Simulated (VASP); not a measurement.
Crystal: Zn2CdSe3.

```xyz
6
Lattice="-2.6989 2.6989 5.2988 2.6989 -2.6989 5.2988 2.6989 2.6989 -5.2988" Properties=species:S:1:pos:R:3 pbc="T T T"
Zn    0.0000    2.6989    0.0000
Zn    2.6989    0.0000    0.0000
Cd    0.0000    0.0000    0.0000
Se    0.0000    0.0000    8.0391
Se    0.0000    0.0000    2.5584
Se    0.0000    0.0000    5.2988
```

The cell was generated, and may not be a known phase.

- Program: VASP 6.6.1
- Task: relaxation of cell and atoms
- Functional: PBE
- Potentials or basis: VASP PAW PBE potentials, release 64 (Zn, Cd, Se)
- Cutoff: 500 eV
- k mesh: 10 × 10 × 10
- Occupations: gaussian, width 0.1 eV
- Spin: no spin polarisation

At the start: pressure -0.0 GPa; volume 25.73 Å³/atom.

**Question.** Where does the relaxation end?

**Answer.** Over 7 steps the energy falls by 2.4 meV/atom and the volume is 25.86 Å³/atom (+0.5 %); space group I4/mmm (No. 139, to 0.1 Å) before and after.

Step by step:
| step | energy change (eV) | largest force (eV/Å) | pressure (GPa) | volume (Å³) |
| --- | --- | --- | --- | --- |
| 1 | 0.0000 | 0.0755 | -0.01 | 154.38 |
| 2 | -0.0075 | 0.1256 | 0.12 | 154.33 |
| 3 | -0.0092 | 0.1611 | 0.23 | 154.28 |
| 4 | -0.0124 | 0.1022 | -0.02 | 155.21 |
| 5 | -0.0131 | 0.0553 | -0.21 | 155.96 |
| 6 | -0.0142 | 0.0167 | -0.07 | 155.39 |
| 7 | -0.0142 | 0.0019 | -0.02 | 155.19 |

Final structure:
```
CELL_PARAMETERS angstrom
-2.72758 2.72758 5.21494
2.72758 -2.72758 5.21494
2.72758 2.72758 -5.21494
ATOMIC_POSITIONS crystal
Zn 0.50000 0.00000 0.50000
Zn 0.00000 0.50000 0.50000
Cd 0.00000 0.00000 0.00000
Se 0.75514 0.75514 0.00000
Se 0.24486 0.24486 0.00000
Se 0.50000 0.50000 0.00000
```
